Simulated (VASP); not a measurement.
Input of a VASP 6.6.1 run:

The input INCAR:

```
PREC = Accurate
ENCUT = 520
EDIFF = 1E-6
ISMEAR = 0
SIGMA = 0.05
LREAL = False
LASPH = True
NELM = 150
ALGO = Normal
ISIF = 2
LWAVE = False
LCHARG = False
ISPIN = 2
MAGMOM = 0 0 0 0 0 0 1
LORBIT = 11
LDIPOL = True
IDIPOL = 3
DIPOL = 0.5 0.5 0.335
GGA = PE
NBANDS = 28
```

File KPOINTS:

```
Automatic mesh
0
Gamma
  7 5 1
```

The input POSCAR:

```
Si6Cl
1.0
    3.8675355695      0.0000000000      0.0000000000
    0.0000000000      5.4695212554      0.0000000000
    0.0000000000      0.0000000000     19.2238421361
Si Cl
6 1
Direct
    0.5000000000      0.0000000000      0.2080749505
    0.0000000000      0.2500000000      0.2080749505
    0.0000000000      0.5024402202      0.3062860998
    0.5000000000      0.7475597798      0.3062860998
    0.5000000000      0.0098635024      0.4017845174
    0.0000000000      0.2401364976      0.4017845174
    0.6666666667      0.1765301691      0.5143280883
```

Potentials or basis: VASP PAW PBE potentials, release 64 (Si, Cl).

Run with:

```bash
$ cat potpaw_PBE.64/Si/POTCAR potpaw_PBE.64/Cl/POTCAR > POTCAR
$ mpirun -np 1 vasp_std > vasp.out
```

Task: What does it give for the largest force?

Result: 0.768 eV/Å.

Task: Predict the net moment.

Result: 0.00 μB per cell.

Forces in eV/Å, atoms in the order of the input:
```
Si   0.021  0.326  0.217
Si  -0.025 -0.303  0.171
Si   0.009  0.255 -0.223
Si  -0.056 -0.330 -0.238
Si   0.373  0.350  0.173
Si  -0.731 -0.216 -0.095
Cl   0.409 -0.082 -0.006
```
